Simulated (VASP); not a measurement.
Runs of VASP 6.6.1 on CsPbCl3. The structure is that of space group Pm-3m (No. 221), or close to it. The cells are those of the table. 

| cell | gap on the mesh (eV) | pressure (GPa) |
| --- | --- | --- |
| a = 5.792 Å, 5 atoms | (a) | -0.7 |
| a = 5.677 Å, 5 atoms | 2.10 | 0.7 |
| a = 5.735 Å, 5 atoms | 2.22 | -0.1 |
| a = 5.848 Å, 5 atoms | (b) | -1.2 |
| a = 5.618 Å, 5 atoms | 1.97 | 1.5 |

Alike in all rows: task single point; level PBE; potentials or basis VASP PAW PBE potentials, release 64 (Cs_sv, Pb_d, Cl); no spin polarisation; k mesh 6 × 6 × 6; smearing gaussian 0.02 eV.

Q: Estimate the missing entries.

A: (a) 2.32; (b) 2.40.

Caveats: spin-orbit coupling is left out, which moves the levels of the heavy elements.

A k mesh can miss the band edges, and the runs leave out spin-orbit coupling on Cs, Pb.
